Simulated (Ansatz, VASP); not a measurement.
**Mg: VASP beside Ansatz**

```
Mg
1.0
    -1.50603    1.50603    1.47650
     1.50603   -1.50603    1.47650
     1.50603    1.50603   -1.47650
Mg
1
Direct
  0.00000 0.00000 0.00000
```

Change from the starting cell: equal xx and yy strain of +2 %.

Alike in both runs: task single point; functional LDA; k mesh 19 × 19 × 19; occupations fermi-dirac, width 0.03 eV; no spin polarisation.

|  | VASP | Ansatz |
| --- | --- | --- |
| version | VASP 6.6.1 | Ansatz 0.2.0 |
| potentials or method | VASP PAW LDA potentials, release 64 (Mg), cutoff 520 eV | all-electron LAPW, scalar-relativistic |

```tsv
	VASP	Ansatz	Ansatz less VASP
pressure (GPa)	47.7	47.5	-0.17
traceless stress, the component that is largest in VASP (GPa)	0.44	0.44	-0.002
```

LDA's correlation is that of Perdew and Zunger in VASP and of Perdew and Wang (1992) in Ansatz. Both programs put the cell under a high pressure, so it lies far from rest at this level. Ansatz ran all-electron here, and VASP with PAW potentials.
